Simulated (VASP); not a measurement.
BeZn4O:

```xyz
6
Lattice="4.0507 0.0000 0.0000 0.0000 4.0507 0.0000 0.0000 0.0000 5.7120" Properties=species:S:1:pos:R:3 pbc="T T T"
Be    2.0253    2.0253    2.8560
Zn    2.0253    0.0000    4.2785
Zn    0.0000    2.0253    1.4335
Zn    2.0253    0.0000    1.4335
Zn    0.0000    2.0253    4.2785
O     0.0000    0.0000    0.0000
```

The cell was built from a structure type or drawn by symmetry, and may not be a known phase.

| Item | Value |
| --- | --- |
| Program | VASP 6.6.1 |
| Task | relaxation of cell and atoms |
| Functional | PBE |
| Potentials or basis | VASP PAW PBE potentials, release 64 (Be, Zn, O) |
| Cutoff | 600 eV |
| k mesh | 4 × 4 × 4 |
| Occupations | gaussian, width 0.1 eV |
| Spin | no spin polarisation |

At the start: pressure -8.3 GPa; volume 15.62 Å³/atom.

How do energy, volume and symmetry change on relaxing?

Over 8 steps the energy falls by 63.8 meV/atom and the volume is 13.72 Å³/atom (-12.2 %); space group P4/mmm (No. 123, to 0.1 Å) before and after.

Step by step:
```tsv
step	energy change (eV)	largest force (eV/Å)	pressure (GPa)	volume (Å³)
1	0.0000	0.0477	-8.26	93.72
2	-0.3574	0.1264	-1.14	83.21
3	-0.3638	0.1351	0.18	81.89
4	-0.3638	0.1364	0.43	81.66
5	-0.3746	0.0752	0.39	81.71
6	-0.3816	0.0541	0.37	81.77
7	-0.3820	0.0308	0.38	81.76
8	-0.3826	0.0184	-0.17	82.30
```

Final structure:
```
Be Zn O
1.0
     3.81192    0.00000    0.00000
     0.00000    3.81192    0.00000
     0.00000    0.00000    5.66363
Be Zn O
1 4 1
Direct
  0.50000 0.50000 0.50000
  0.50000 0.00000 0.74542
  0.00000 0.50000 0.25458
  0.50000 0.00000 0.25458
  0.00000 0.50000 0.74542
  0.00000 0.00000 0.00000
```

Caveat: the k points lie up to 0.41 Å⁻¹ apart in the final cell, too coarse for converged energies and pressures of a metal.
